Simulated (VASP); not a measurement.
Runs of VASP 6.6.1 on EuOs. The structure is that of space group Pm-3m (No. 221), or close to it. The cells are those of the table. 

```csv
level,cell,gap on the mesh (eV),pressure (GPa),moment (μB)
PBE,"a = 3.456 Å, 2 atoms",none,0.2,5.79
PBE,"a = 3.535 Å, 2 atoms",none,-5.8,5.70
PBEsol,"a = 3.456 Å, 2 atoms",none,-5.9,5.80
PBE,"a = 3.479 Å, 2 atoms",none,-1.7,(b)
PBE,"a = 3.502 Å, 2 atoms",none,(a),5.72
LDA,"a = 3.456 Å, 2 atoms",none,-9.0,5.89
```

Alike in all rows: task single point; potentials or basis VASP PAW PBE potentials, release 64 (Eu, Os); spin collinear, ferromagnetic start; k mesh 10 × 10 × 10; cutoff (eV) 520; smearing gaussian 0.05 eV.

Q: Estimate the missing entries.

A: (a) -3.5; (b) 5.75.

Caveats: spin-orbit coupling is left out, which moves the levels of the heavy elements; without U or exact exchange the open f shell lies at the Fermi level, which spoils levels, moments and volumes; the PAW data sets were made with another functional, which shifts forces and pressure a little (some runs).

A k mesh can miss the band edges, and the runs leave out spin-orbit coupling on Eu, Os.

A gap of «none» marks levels without a gap at the run's occupations.
